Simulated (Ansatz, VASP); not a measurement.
## CaO in VASP and in Ansatz

File INCAR:

```
SYSTEM = CaO
ALGO = Normal
EDIFF = 1E-6
ENCUT = 520
GGA = PE
ISIF = 2
ISMEAR = -1
LASPH = .True.
LCHARG = .True.
LELF = .True.
LREAL = .False.
LVHAR = .True.
LWAVE = .False.
NBANDS = 15
NELM = 60
PREC = Accurate
SIGMA = 0.05
```

File KPOINTS:

```
k-points
0
Gamma
  12 12 12
  0 0 0
```

The input POSCAR:

```
CaO
1.0
    0.0000000000      2.4312611803      2.4312611803
    2.4312611803      0.0000000000      2.4312611803
    2.4312611803      2.4312611803      0.0000000000
Ca O
1 1
Direct
    0.0000000000      0.0000000000      0.0000000000
    0.5000000000      0.5000000000      0.5000000000
```

Input for Ansatz:

```yaml
crystal:
  lattice:
    - [0.0, 2.4312611803, 2.4312611803]
    - [2.4312611803, 0.0, 2.4312611803]
    - [2.4312611803, 2.4312611803, 0.0]
  atoms:
    - { symbol: Ca, position: [0.0, 0.0, 0.0] }
    - { symbol: O, position: [0.5, 0.5, 0.5] }
kpoints:
  mp_grid: { grid: [12, 12, 12] }
scf:
  occupations: { method: fermi_dirac, width: 0.05 }
hamiltonian:
  xc: pbe
  pseudopotentials: { kind: all_electron, lapw: { basis_error: 0.0005 } }
output:
  forces: true
  stress: true
  eigenvalues: true
```

Change from the starting cell: volume scaled by 1.02.

Alike in both runs: task single point; functional PBE; k mesh 12 × 12 × 12; occupations fermi-dirac, width 0.05 eV; no spin polarisation.

|  | VASP | Ansatz |
| --- | --- | --- |
| version | VASP 6.6.1 | Ansatz 0.2.0 |
| potentials or method | VASP PAW PBE potentials, release 64 (Ca_sv, O), cutoff 520 eV | all-electron LAPW, scalar-relativistic |

|  | VASP | Ansatz | Ansatz less VASP |
| --- | --- | --- | --- |
| gap on the k mesh at the Fermi level (eV) | 3.64 | 3.66 | +0.015 |
| pressure (GPa) | -1.5 | -2.0 | -0.48 |

Ansatz ran all-electron here, and VASP with PAW potentials.
